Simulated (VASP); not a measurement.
Here is a VASP 6.6.1 calculation.

INCAR

```
PREC = Accurate ; ENCUT = 520
EDIFF = 1E-7 ; ISMEAR = 0
SIGMA = 0.02 ; LREAL = False
LASPH = True ; NELM = 60
ALGO = Normal ; ISIF = 2
LWAVE = False ; LCHARG = True
GGA = PE ; LELF = True
LVHAR = True ; NBANDS = 36
```

The input KPOINTS:

```
regular mesh
0
Gamma
  10 10 10
```

The input POSCAR:

```
ZnCd2S3
1.0
   -2.0277317000      2.0277317000      8.7320507000
    2.0277317000     -2.0277317000      8.7320507000
    2.0277317000      2.0277317000     -8.7320507000
Zn Cd S
1 2 3
Direct
    0.0000000000      0.0000000000      0.0000000000
    0.6614290000      0.6614290000      0.0000000000
    0.3385710000      0.3385710000      0.0000000000
    0.7500000000      0.2500000000      0.5000000000
    0.4274870000      0.9274870000      0.5000000000
    0.0725130000      0.5725130000      0.5000000000
```

Potentials or basis: VASP PAW PBE potentials, release 64 (Zn, Cd, S).

Command:

```sh
$ cat potpaw_PBE.64/Zn/POTCAR potpaw_PBE.64/Cd/POTCAR potpaw_PBE.64/S/POTCAR > POTCAR
$ mpirun -np 1 vasp_std > vasp.out
```

Task: Estimate the largest force.

Result: 0.023 eV/Å.

Task: What does it give for the pressure?

Result: 0.3 GPa.

Task: What does it give for the band gap on the k mesh?

Result: 1.24 eV.

Forces in eV/Å, atoms in the order of the input:
```
Zn   0.000  0.000  0.000
Cd   0.000  0.000  0.000
Cd   0.000  0.000  0.000
S    0.000  0.000  0.000
S    0.000  0.000  0.023
S    0.000  0.000 -0.023
```

A k mesh can miss the band edges.
